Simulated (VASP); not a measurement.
Set up this calculation in VASP 6.6.1, as the native input.

| Quantity | Value |
| --- | --- |
| Task | relaxation of cell and atoms |
| Functional | PBE |
| Potentials or basis | VASP PAW PBE potentials, release 64 (In_d, Ge_d, O) |
| Cutoff | 600 eV |
| k mesh | 4 × 4 × 2 |
| Occupations | gaussian, width 0.1 eV |
| Spin | no spin polarisation |
| Dipole correction | no |
| Further INCAR settings | ALGO = Normal; EDIFF = 1e-06; IBRION = 2; EDIFFG = -0.04; NSW = 90; ISIF = 3 |

The structure of In3GeO2 lies in POSCAR:

```
In3GeO2
1.0
    4.1969600200      0.0000000000      0.0000000000
    0.0000000000      4.1969600200      0.0000000000
    0.0000000000      0.0000000000      7.5747451600
In Ge O
3 1 2
Direct
    0.0000000000      0.0000000000      0.0000000000
    0.0000000000      0.0000000000      0.3461538400
    0.0000000000      0.0000000000      0.6538461600
    0.5000000000      0.5000000000      0.0000000000
    0.0000000000      0.5000000000      0.0000000000
    0.5000000000      0.0000000000      0.0000000000
```

The input as run:

INCAR

```
SYSTEM = In3GeO2
ALGO = Normal
EDIFF = 1E-6
EDIFFG = -0.04
ENCUT = 600
GGA = PE
IBRION = 2
ISIF = 3
ISMEAR = 0
LASPH = .TRUE.
LCHARG = .FALSE.
LREAL = .FALSE.
LWAVE = .FALSE.
NELM = 60
NSW = 90
PREC = Accurate
SIGMA = 0.1
```

KPOINTS

```
k-points
0
G
  4 4 2
  0 0 0
```

Potentials or basis: VASP PAW PBE potentials, release 64 (In_d, Ge_d, O).

Launch:

```sh
$ cat potpaw_PBE.64/In_d/POTCAR potpaw_PBE.64/Ge_d/POTCAR potpaw_PBE.64/O/POTCAR > POTCAR
$ mpirun -np 1 vasp_std > vasp.out
```

It gave:

```yaml
Relaxed_volume: 29.47 Å³/atom
Relaxed_cell: a = 4.458 Å, b = 4.458 Å, c = 8.900 Å, α = 90.00°, β = 90.00°, γ = 90.00°
Space_group_after_relaxing_to_0.05_Å: P4/mmm (No. 123)
Energy_gained_by_relaxing: 396.2 meV/atom
Ionic_steps: 9
Pressure_after_relaxing: -0.1 GPa
Largest_force_after_relaxing: 0.019 eV/Å
```

Caveat: the k points lie up to 0.35 Å⁻¹ apart in the final cell; the volume moved by over 15 % at a fixed basis, so the end points are rough; an odd number of electrons without spin polarisation forces a metal; a magnetic or distorted state may lie lower.

Wall time 7.9 min on 1 thread of Intel(R) Xeon(R) 6975P-C (Granite Rapids), on a shared host, peak memory 0.32 GiB.
